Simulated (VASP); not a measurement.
## InP: single point with r2SCAN

The system is InP.

```
In P
1.0
     0.00000    2.78673    2.78673
     2.78673    0.00000    2.78673
     2.78673    2.78673    0.00000
In P
1 1
Direct
  0.00000 0.00000 0.00000
  0.25000 0.25000 0.25000
```

```yaml
Program: VASP 6.6.1
Task: single point
Functional: r2SCAN
Potentials_or_basis: VASP PAW PBE potentials, release 64 (In_d, P)
Cutoff: 520 eV
k_mesh: 14 × 14 × 14
Occupations: gaussian, width 0.05 eV
Spin: no spin polarisation
```

```json
{
  "Pressure": "17.4 GPa",
  "Band gap on the k mesh": "1.72 eV (least direct gap 2.03 eV)"
}
```

Levels at points of the mesh, in eV from the valence-band top:
| k point | band 7 | band 8 | band 9 | band 10 | band 11 | band 12 |
| --- | --- | --- | --- | --- | --- | --- |
| (0.00, 0.00, 0.00) | 0.00 | 0.00 | 0.00 | 2.03 | 4.38 | 4.38 |
| (0.50, 0.00, 0.00) | -6.83 | -1.27 | -1.27 | 2.25 | 5.12 | 5.12 |
| (0.50, 0.50, 0.00) | -6.64 | -3.00 | -3.00 | 1.72 | 2.47 | 11.00 |

It took 6.8 min on 1 thread of Intel Xeon 8259CL, on a shared host, peak memory 0.22 GiB.

Caveat: the cell stands under pressure; the PAW data sets were made with another functional, which shifts forces and pressure a little; spin-orbit coupling is left out, which moves the levels of the heavy elements. A k mesh can miss the band edges.
